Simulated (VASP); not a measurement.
# HC32Cl in VASP: single point with PBE+D3(BJ)

Aim: the single point of HC32Cl with PBE+D3(BJ).

All numbers are computed with VASP 6.6.1; they aren't measurements. Logs are shortened: lines on timing, memory, paths and dates and some standing lists are left out, and cuts for length are marked.

## 1. The cell of the first run

The cell holds a slab with vacuum, 34 atoms: a = 9.864 Å, b = 9.864 Å, c = 11.000 Å, α = 90.00°, β = 90.00°, γ = 120.00°.

## 2. Single point, PBE+D3(BJ)

INCAR reads:

```
SYSTEM = HC32Cl
PREC = Accurate
ENCUT = 520
EDIFF = 1E-6
ISMEAR = 0
SIGMA = 0.05
LREAL = Auto
LASPH = .TRUE.
NELM = 100
ALGO = Normal
ISIF = 2
LWAVE = .FALSE.
LCHARG = .FALSE.
GGA = PE
IVDW = 12
NBANDS = 91
```

KPOINTS reads:

```
Automatic mesh
0
G
  2 2 1
  0 0 0
```

POSCAR reads:

```
HC32Cl
1.0
    9.8640000000      0.0000000000      0.0000000000
   -4.9320000000      8.5424750000      0.0000000000
    0.0000000000      0.0000000000     11.0000000000
C Cl H
32 1 1
Direct
    0.0002670350     -0.0001809787      0.0904953847
    0.1669226076      0.0831426613      0.0902554268
    0.0002811573      0.2498321145      0.0904506399
    0.1669146421      0.3331775784      0.0903469795
    0.0003071624      0.4998351985      0.0904212954
    0.1669722889      0.5831669177      0.0905183483
    0.0003002467      0.7498337581      0.0904581061
    0.1669496659      0.8331299398      0.0904448333
    0.2502700241     -0.0002164504      0.0901937878
    0.4168910335      0.0829692440      0.0898985739
    0.2501167657      0.2497725369      0.0900706600
    0.4168919316      0.3332515802      0.0896654146
    0.2503011764      0.4998472011      0.0903965721
    0.4169655634      0.5832328610      0.0902729404
    0.2503076905      0.7498318178      0.0904855020
    0.4169602909      0.8331479054      0.0904244740
    0.5003079713     -0.0002184572      0.0902163418
    0.6669791538      0.0831711845      0.0902727756
    0.5003755835      0.2497666048      0.0895114148
    0.6671843406      0.3332566617      0.0896441011
    0.5003746174      0.5000339882      0.0898863439
    0.6670052858      0.5832193529      0.0900398488
    0.5003130685      0.7498609835      0.0904244010
    0.6669662461      0.8331746070      0.0904698863
    0.7502979940     -0.0001579409      0.0904937368
    0.9169649671      0.0831777229      0.0905038078
    0.7503670362      0.2498368092      0.0900928308
    0.9169936596      0.3331834898      0.0903510170
    0.7503614414      0.4998761885      0.0899419800
    0.9170082276      0.5831896814      0.0903259841
    0.7503202151      0.7498703766      0.0904040727
    0.9169669426      0.8331675713      0.0904891055
    0.4941293159      0.3145472738      0.4140923893
    0.4786351512      0.2977522165      0.2971322240
```

Potentials or basis: VASP PAW PBE potentials, release 64 (C, Cl, H).

The run is started by

```sh
> cat potpaw_PBE.64/C/POTCAR potpaw_PBE.64/Cl/POTCAR potpaw_PBE.64/H/POTCAR > POTCAR
> mpirun -np 1 vasp_std > vasp.out
```

OUTCAR:

```text
SYSTEM = HC32Cl
   PREC = Accurate
   ENCUT = 520
   EDIFF = 1E-6
   ISMEAR = 0
   LREAL = Auto
   LASPH = .TRUE.
   NELM = 100
   ISIF = 2
   GGA = PE
   IVDW = 12
 IVDW          = 12

 ion  position               nearest neighbor table
   1  0.000  1.000  0.090-  32 1.42   2 1.42  26 1.42
   2  0.167  0.083  0.090-  11 1.42   1 1.42   9 1.42
   3  0.000  0.250  0.090-   4 1.42  28 1.42  26 1.42
   4  0.167  0.333  0.090-  11 1.42   3 1.42  13 1.42
   5  0.000  0.500  0.090-  28 1.42  30 1.42   6 1.42
   6  0.167  0.583  0.091-  13 1.42  15 1.42   5 1.42
[... 24 lines left out ...]
  31  0.750  0.750  0.090-  32 1.42  22 1.42  24 1.42
  32  0.917  0.833  0.090-  31 1.42   1 1.42   7 1.42
  33  0.494  0.315  0.414-  34 1.30
  34  0.479  0.298  0.297-  33 1.30

  LATTYP: Found a hexagonal cell.
 ALAT       =     9.8640000000
 C/A-ratio  =     1.1151662612

  Lattice vectors:

 A1 = (   9.8640000000,   0.0000000000,   0.0000000000)
 A2 = (  -4.9320000000,   8.5424750000,   0.0000000000)
 A3 = (   0.0000000000,   0.0000000000,  11.0000000000)

Analysis of symmetry for initial positions (statically):
=====================================================================
 Subroutine PRICEL returns:
 Original cell was already a primitive cell.

 Routine SETGRP: Setting up the symmetry group for a
 hexagonal supercell.

 Subroutine GETGRP returns: Found  1 space group operations
 (whereof  1 operations were pure point group operations)
 out of a pool of 24 trial point group operations.

The static configuration has the point symmetry C_1 .

Analysis of symmetry for dynamics (positions and initial velocities):
=====================================================================
 Subroutine PRICEL returns:
 Original cell was already a primitive cell.

 Routine SETGRP: Setting up the symmetry group for a
 hexagonal supercell.

 Subroutine GETGRP returns: Found  1 space group operations
 (whereof  1 operations were pure point group operations)
 out of a pool of 24 trial point group operations.

The dynamic configuration has the point symmetry C_1 .

 Subroutine INISYM returns: Found  1 space group operations
 (whereof  1 operations are pure point group operations),
 and found     1 'primitive' translations

----------------------------------------------------------------------------------------

                                     Primitive cell

  volume of cell :     926.8927

  direct lattice vectors                    reciprocal lattice vectors
     9.864000000  0.000000000  0.000000000     0.101378751  0.058531046  0.000000000
    -4.932000000  8.542475000  0.000000000     0.000000000  0.117062093  0.000000000
     0.000000000  0.000000000 11.000000000     0.000000000  0.000000000  0.090909091

  length of vectors
     9.864000000  9.864000361 11.000000000     0.117062097  0.117062093  0.090909091

  position of ions in fractional coordinates (direct lattice)
     0.000267035  0.999819021  0.090495385
     0.166922608  0.083142661  0.090255427
     0.000281157  0.249832115  0.090450640
     0.166914642  0.333177578  0.090346979
     0.000307162  0.499835199  0.090421295
     0.166972289  0.583166918  0.090518348
[... 26 lines left out ...]
     0.494129316  0.314547274  0.414092389
     0.478635151  0.297752217  0.297132224

  ion indices of the primitive-cell ions
   primitive index   ion index
                 1           1
                 2           2
                 3           3
                 4           4
                 5           5
                 6           6
[... 26 lines left out ...]
                33          33
                34          34

----------------------------------------------------------------------------------------

 KPOINTS: Automatic mesh

Automatic generation of k-mesh.
 Grid dimensions read from file:
 generate k-points for:    2    2    1

 Generating k-lattice:

  Cartesian coordinates                     Fractional coordinates (reciprocal lattice)
     0.050689376  0.029265523  0.000000000     0.500000000 -0.000000000  0.000000000
     0.000000000  0.058531046  0.000000000     0.000000000  0.500000000  0.000000000
     0.000000000  0.000000000  0.090909091     0.000000000  0.000000000  1.000000000

  Length of vectors
     0.058531048  0.058531046  0.090909091

  Shift w.r.t. Gamma in fractional coordinates (k-lattice)
     0.000000000  0.000000000  0.000000000

 Subroutine IBZKPT returns following result:
 ===========================================

 Found      4 irreducible k-points:

 Following reciprocal coordinates:
            Coordinates               Weight
  0.000000  0.000000  0.000000      1.000000
  0.500000 -0.000000  0.000000      1.000000
  0.000000  0.500000  0.000000      1.000000
  0.500000  0.500000  0.000000      1.000000
   k-points           NKPTS =      4   k-points in BZ     NKDIM =      4   number of bands    NBANDS=     91
   number of dos      NEDOS =    301   number of ions     NIONS =     34
   total plane-waves  NPLWV = 537600
   dimension x,y,z NGX =    80 NGY =   80 NGZ =   84
   dimension x,y,z NGXF=   160 NGYF=  160 NGZF=  168
   ions per type =              32   1   1
   NGX,Y,Z   is equivalent  to a cutoff of  13.48, 13.48, 12.70 a.u.
   NGXF,Y,Z  is equivalent  to a cutoff of  26.97, 26.97, 25.39 a.u.
 SYSTEM =  HC32Cl
   PREC   = accura    normal or accurate (medium, high low for compatibility)
   ISTART =      0    job   : 0-new  1-cont  2-samecut
   ICHARG =      2    charge: 1-file 2-atom 10-const
   ISPIN  =      1    spin polarized calculation?
   LNONCOLLINEAR =      F non collinear calculations
   LSORBIT =      F    spin-orbit coupling
   LASPH  =      T    aspherical Exc in radial PAW
   ENCUT  =  520.0 eV  38.22 Ry    6.18 a.u.  18.34 18.34 20.45*2*pi/ulx,y,z
   NELM   =    100;   NELMIN=  2; NELMDL= -5     # of ELM steps
   EDIFF  = 0.1E-05   stopping-criterion for ELM
   LREAL  =      T    real-space projection
   EDIFFG = 0.1E-04   stopping-criterion for IOM
   NSW    =      0    number of steps for IOM
   IBRION =     -1    ionic relax: 0-MD 1-quasi-New 2-CG
   NFREE  =      0    steps in history (QN), initial steepest desc. (CG)
   ISIF   =      2    stress and relaxation
   ISYM   =      2    0-nonsym 1-usesym 2-fastsym
   POTIM  = 0.5000    time-step for ionic-motion
   TEBEG  =    0.0;   TEEND  =   0.0 temperature during run
   PSTRESS=    0.0 pullay stress
   NELECT =     136.0000    total number of electrons
   NUPDOWN=      -1.0000    fix difference up-down
   EMIN   =  10.00;   EMAX   =-10.00  energy-range for DOS
   EFERMI =   0.00;   METHOD = LEGACY
   ISMEAR =     0;   SIGMA  =   0.05  broadening in eV -4-tet -1-fermi 0-gaus
   EFERMI_NEDOS =   21; number of points for ismear=-14 and -15
   IALGO  =     38    algorithm
   IMIX   =      4    mixing-type and parameters
     AMIX     =   0.40;   BMIX     =  1.00
     AMIX_MAG =   1.60;   BMIX_MAG =  1.00
  volume/ion in A,a.u.               =      27.26       183.97
  Fermi-wavevector in a.u.,A,eV,Ry     =   0.863465  1.631712 10.144116  0.745571
  Thomas-Fermi vector in A             =   1.981419
   LORBIT       =      0    0 simple, 1 ext, 2 COOP (PROOUT), +10 PAW based schemes
   GGA     = PE    functional components
   LHFCALC =     F    Hartree Fock is set to
   AEXX    =    0.0000 exact exchange contribution
   IVDW    =    12    specifies the selected vdW correction
   LEPSILON=     F    determine dielectric tensor
   LRPA    =     F    only Hartree local field effects (RPA)
 non-spin polarized calculation
 Gauss-broadening in eV      SIGMA  =   0.05
  energy-cutoff  :      520.00
  volume of cell :      926.89
 maximum number of plane-waves:     24941
 NGX is ok and might be reduce to    80
   NGX = 37   NGY = 37   NGZ = 41

 number of electron     135.9999999 magnetization

 Free energy of the ion-electron system (eV)
  ---------------------------------------------------
  ext. energy  EPLUGINS =         0.00000000
  ---------------------------------------------------
  free energy    TOTEN  =      -301.35998696 eV

  energy without entropy =     -301.35998696  energy(sigma->0) =     -301.35998696

 E-fermi :  -2.2282     XC(G=0):  -4.3150

 val. band max:       -2.4809004322   @ k =   0.5000   0.5000   0.0000
 cond. band min:      -0.5515363055   @ k =   0.5000   0.5000   0.0000
 fundamental gap:      1.9293641267
 Fermi energy:        -2.2281546101

 k-point     1 :       0.0000    0.0000    0.0000
  band No.  band energies     occupation
      1     -20.9917      2.00000
      2     -19.5616      2.00000
      3     -19.5294      2.00000
      4     -19.5283      2.00000
      5     -19.5145      2.00000
      6     -19.5131      2.00000
[... 72 lines left out ...]
     79       2.8460      0.00000
     80       3.1066      0.00000

 k-point     2 :       0.5000   -0.0000    0.0000
  band No.  band energies     occupation
      1     -20.6348      2.00000
      2     -20.6112      2.00000
      3     -19.8945      2.00000
      4     -19.8852      2.00000
      5     -18.4615      2.00000
      6     -18.4467      2.00000
[... 72 lines left out ...]
     79       2.9380      0.00000
     80       3.3090      0.00000

 k-point     3 :       0.0000    0.5000    0.0000
  band No.  band energies     occupation
      1     -20.6348      2.00000
      2     -20.6111      2.00000
      3     -19.8944      2.00000
      4     -19.8852      2.00000
      5     -18.4615      2.00000
      6     -18.4467      2.00000
[... 72 lines left out ...]
     79       2.9367      0.00000
     80       3.3093      0.00000

 k-point     4 :       0.5000    0.5000    0.0000
  band No.  band energies     occupation
      1     -20.6345      2.00000
      2     -20.6115      2.00000
      3     -19.8944      2.00000
      4     -19.8853      2.00000
      5     -18.4615      2.00000
      6     -18.4464      2.00000
[... 72 lines left out ...]
     79       2.9698      0.00000
     80       3.3075      0.00000
 [bands above 80 left out]

------------------------ aborting loop because EDIFF is reached ----------------------------------------

 Edisp (eV)   -3.02081

 E8    (eV) :    -0.9308

  FORCE on cell =-STRESS in cart. coord.  units (eV):
  Direction    XX          YY          ZZ          XY          YZ          ZX
  --------------------------------------------------------------------------------------
  -------------------------------------------------------------------------------------
  Total       0.85106     0.86735    -0.49442     0.03916    -0.02812     0.01276
  in kB       1.47109     1.49926    -0.85463     0.06768    -0.04861     0.02206
  external pressure =        0.71 kB  Pullay stress =        0.00 kB

 VOLUME and BASIS-vectors are now :
 -----------------------------------------------------------------------------
  energy-cutoff  :      520.00
  volume of cell :      926.89
      direct lattice vectors                 reciprocal lattice vectors
     9.864000000  0.000000000  0.000000000     0.101378751  0.058531046  0.000000000
    -4.932000000  8.542475000  0.000000000     0.000000000  0.117062093  0.000000000
     0.000000000  0.000000000 11.000000000     0.000000000  0.000000000  0.090909091

 POSITION                                       TOTAL-FORCE (eV/Angst)
 -----------------------------------------------------------------------------------
     -4.92847      8.54093      0.99545        -0.001506      0.001714     -0.002427
      1.23646      0.71024      0.99281         0.002043     -0.002297      0.001273
     -1.22940      2.13418      0.99496        -0.001789      0.001243     -0.002325
      0.00321      2.84616      0.99382         0.001021      0.000029      0.003945
     -2.46216      4.26983      0.99463        -0.004157      0.002938     -0.002512
     -1.22916      4.98169      0.99570         0.002933     -0.001663      0.001573
[... 26 lines left out ...]
      3.32274      2.68701      4.55502        -0.009033     -0.012183     -0.116792
      3.25274      2.54354      3.26845         0.008406      0.012531      0.121772
 -----------------------------------------------------------------------------------
    total drift:                                0.042865     -0.029463     -0.017787

  FREE ENERGIE OF THE ION-ELECTRON SYSTEM (eV)
  ---------------------------------------------------
  free  energy   TOTEN  =      -304.3807964117 eV

  energy  without entropy=     -304.3807964117  energy(sigma->0) =     -304.38079641
```

It took 14 min on 1 thread of AMD EPYC 7R13 (Zen 3), shared host; peak memory 1.1 GiB.

Results:

| Item | Value |
| --- | --- |
| Free energy | -304.3808 eV |
| Largest force | 0.123 eV/Å |
| Band gap on the k mesh | 1.93 eV |
| Dispersion energy per atom | -0.089 eV |

Forces in eV/Å, atoms in the order of the input:
```
C   -0.002  0.002 -0.002
C    0.002 -0.002  0.001
C   -0.002  0.001 -0.002
C    0.001  0.000  0.004
C   -0.004  0.003 -0.003
C    0.003 -0.002  0.002
C   -0.001  0.001 -0.001
C    0.003 -0.001  0.003
C   -0.006 -0.001 -0.001
C    0.006 -0.004  0.002
C    0.005  0.008 -0.003
C   -0.003  0.003 -0.011
C   -0.001  0.001  0.000
C    0.002 -0.003  0.004
C   -0.003  0.002 -0.003
C    0.004 -0.002  0.003
C   -0.002 -0.001 -0.002
C    0.003 -0.002  0.002
C   -0.012  0.006  0.003
C    0.004 -0.001  0.004
C   -0.002 -0.008 -0.005
C    0.002 -0.003  0.001
C   -0.002  0.001 -0.002
C    0.003 -0.001  0.003
C   -0.002  0.002 -0.003
C    0.002 -0.001  0.003
C    0.000  0.000 -0.003
C    0.003 -0.002  0.004
C   -0.002  0.003 -0.004
C    0.003 -0.002  0.003
C   -0.003  0.000 -0.001
C    0.002 -0.001  0.002
Cl  -0.009 -0.012 -0.117
H    0.008  0.013  0.122
```
